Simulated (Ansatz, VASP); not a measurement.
Mo3N4 in VASP and in Ansatz

Contents of INCAR:

```
ALGO = Normal
EDIFF = 1E-6
EDIFFG = -0.001
ENCUT = 600
GGA = PE
IBRION = 2
ISIF = 3
ISMEAR = -1
LASPH = True
LCHARG = False
LREAL = False
LWAVE = False
NELM = 100
NSW = 80
PREC = Accurate
SIGMA = 0.15
```

The input KPOINTS:

```
k-points
0
Gamma
  8 8 8
```

File POSCAR:

```
Mo3N4
1.0
    4.2020037532      0.0000000000      0.0000000000
    0.0000000000      4.2020037532      0.0000000000
    0.0000000000      0.0000000000      4.2020037532
Mo N
3 4
Direct
    0.5000000000      0.5000000000      0.0000000000
    0.0000000000      0.5000000000      0.5000000000
    0.5000000000      0.0000000000      0.5000000000
    0.5000000000      0.5000000000      0.5000000000
    0.5000000000      0.0000000000      0.0000000000
    0.0000000000      0.5000000000      0.0000000000
    0.0000000000      0.0000000000      0.5000000000
```

Input for Ansatz:

```yaml
crystal:
  lattice:
    - [4.2020037549, 0.0, 0.0]
    - [0.0, 4.2020037549, 0.0]
    - [0.0, 0.0, 4.2020037549]
  atoms:
    - { symbol: Mo, position: [0.5, 0.5, 0.0] }
    - { symbol: Mo, position: [0.0, 0.5, 0.5] }
    - { symbol: Mo, position: [0.5, 0.0, 0.5] }
    - { symbol: "N", position: [0.5, 0.5, 0.5] }
    - { symbol: "N", position: [0.5, 0.0, 0.0] }
    - { symbol: "N", position: [0.0, 0.5, 0.0] }
    - { symbol: "N", position: [0.0, 0.0, 0.5] }
basis:
  ecutwfc: 420
kpoints:
  mp_grid: { grid: [8, 8, 8] }
hamiltonian:
  xc: pbe
scf:
  occupations: { method: fermi_dirac, width: 0.15 }
output:
  forces: true
  stress: true
  eigenvalues: true
relax:
  adjacent_minimum: "off"
  f_tol: 0.001
  max_steps: 60
  cell: { stress_tol: 0.01 }
```

Alike in both runs: task relaxation of cell and atoms; functional PBE; k mesh 8 × 8 × 8; occupations fermi-dirac, width 0.15 eV; no spin polarisation.

```csv
,VASP,Ansatz
version,VASP 6.6.1,Ansatz 0.2.0
potentials or method,"VASP PAW PBE potentials, release 64 (Mo_sv, N), cutoff 600 eV","scalar-relativistic, plane waves, PAW"
valence electrons in the cell,62,62
```

```tsv
	VASP	Ansatz	Ansatz less VASP
gap on the k mesh at the Fermi level, each at its own relaxed structure (eV)	none	none	-
relaxed volume (Å³/atom)	10.62	10.61	-0.008
relaxed length of the cell vector where the two differ most in proportion (Å)	4.205	4.204	-0.0011
```

A gap of «none» marks a metal or a gap that the smearing closes.
